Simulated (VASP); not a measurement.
Set up this calculation in VASP 6.6.1, as the native input.

| Quantity | Value |
| --- | --- |
| Task | single point |
| Functional | r2SCAN |
| Potentials or basis | VASP PAW PBE potentials, release 64 (In_d, As) |
| Cutoff | 520 eV |
| k mesh | 6 × 6 × 6 |
| Occupations | fermi-dirac, width 0.02 eV |
| Spin | no spin polarisation |
| Dipole correction | no |
| Further INCAR settings | ALGO = Normal; EDIFF = 1e-07; NBANDS = 16 |

InAs:

```
CELL_PARAMETERS angstrom
0.00000 3.05459 3.05459
3.05459 0.00000 3.05459
3.05459 3.05459 0.00000
ATOMIC_POSITIONS crystal
In 0.00000 0.00000 0.00000
As 0.25000 0.25000 0.25000
```

The input as run:

POSCAR

```
InAs
1.0
    0.0000000000      3.0545904709      3.0545904709
    3.0545904709      0.0000000000      3.0545904709
    3.0545904709      3.0545904709      0.0000000000
In As
1 1
Direct
    0.0000000000      0.0000000000      0.0000000000
    0.2500000000      0.2500000000      0.2500000000
```

INCAR.step1

```
SYSTEM = InAs
PREC = Accurate
ENCUT = 520
ISMEAR = -1
SIGMA = 0.02
LREAL = .False.
LASPH = .True.
NELM = 60
NBANDS = 16
GGA = PE
ALGO = Normal
EDIFF = 1E-4
LWAVE = .True.
LCHARG = .False.
```

INCAR.step2

```
SYSTEM = InAs
PREC = Accurate
ENCUT = 520
EDIFF = 1E-7
ISMEAR = -1
SIGMA = 0.02
LREAL = .False.
LASPH = .True.
NELM = 60
ALGO = Normal
ISIF = 2
LWAVE = .False.
LCHARG = .True.
METAGGA = R2SCAN
LMIXTAU = .True.
LELF = .True.
LVHAR = .True.
NBANDS = 16
ISTART = 1
```

KPOINTS

```
Automatic mesh
0
Gamma
  6 6 6
  0 0 0
```

Potentials or basis: VASP PAW PBE potentials, release 64 (In_d, As).

Command:

```sh
$ cat potpaw_PBE.64/In_d/POTCAR potpaw_PBE.64/As/POTCAR > POTCAR
$ cp INCAR.step1 INCAR
$ mpirun -np 1 vasp_std > vasp.out
$ cp INCAR.step2 INCAR
$ mpirun -np 1 vasp_std > vasp.out
```

It gave:

| Quantity | Value |
| --- | --- |
| Pressure | 0.0 GPa |
| Band gap on the k mesh | 0.08 eV |

Caveat: the PAW data sets were made with another functional, which shifts forces and pressure a little; spin-orbit coupling is left out, which moves the levels of the heavy elements.

Wall time 110 s on 1 thread of AMD EPYC 7R13, on a shared host, peak memory 0.17 GiB.
